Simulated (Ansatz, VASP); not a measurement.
**One calculation of Cd3BiAs, two programs**

File INCAR:

```
PREC = Accurate
ENCUT = 520
EDIFF = 1E-6
ISMEAR = 0
SIGMA = 0.05
LREAL = False
LASPH = True
NELM = 80
ALGO = Fast
ISIF = 2
LWAVE = False
LCHARG = True
LELF = True
LVHAR = True
NBANDS = 36
```

KPOINTS

```
regular mesh
0
Gamma
  4 4 4
```

POSCAR

```
Cd3BiAs
1.0
    5.9000000000      0.0000000000      0.0000000000
    0.0000000000      5.9000000000      0.0000000000
    0.0000000000      0.0000000000      5.9000000000
Bi As Cd
1 1 3
Direct
    0.0000000000      0.0000000000      0.0000000000
    0.5000000000      0.5000000000      0.5000000000
    0.5000000000      0.5000000000      0.0000000000
    0.5000000000      0.0000000000      0.5000000000
    0.0000000000      0.5000000000      0.5000000000
```

Input for Ansatz:

```yaml
crystal:
  lattice:
    - [5.9, 0.0, 0.0]
    - [0.0, 5.9, 0.0]
    - [0.0, 0.0, 5.9]
  atoms:
    - { symbol: Bi, position: [0.0, 0.0, 0.0] }
    - { symbol: As, position: [0.5, 0.5, 0.5] }
    - { symbol: Cd, position: [0.5, 0.5, 0.0] }
    - { symbol: Cd, position: [0.5, 0.0, 0.5] }
    - { symbol: Cd, position: [0.0, 0.5, 0.5] }
basis:
  ecutwfc: 420
kpoints:
  mp_grid: { grid: [4, 4, 4] }
hamiltonian:
  xc: lda
scf:
  occupations: { method: gaussian, width: 0.05 }
output:
  forces: true
  stress: true
  eigenvalues: true
```

Alike in both runs: task single point; functional LDA; k mesh 4 × 4 × 4; occupations gaussian, width 0.05 eV; no spin polarisation.

|  | VASP | Ansatz |
| --- | --- | --- |
| version | VASP 6.6.1 | Ansatz 0.2.0 |
| potentials or method | VASP PAW LDA potentials, release 64 (Bi_d, As, Cd), cutoff 520 eV | scalar-relativistic, plane waves, PAW |
| valence electrons in the cell | 56 | 90 |

```csv
,VASP,Ansatz,Ansatz less VASP
gap on the k mesh at the Fermi level (eV),none,none,-
pressure (GPa),-7.3,-7.3,-0.02
```

LDA's correlation is that of Perdew and Zunger in VASP and of Perdew and Wang (1992) in Ansatz. A gap of «none» marks a metal or a gap that the smearing closes. VASP's potentials hold 56 valence electrons a cell and Ansatz's 90, so a difference there can come from the potentials and not from the codes.

Spin-orbit coupling is off throughout.
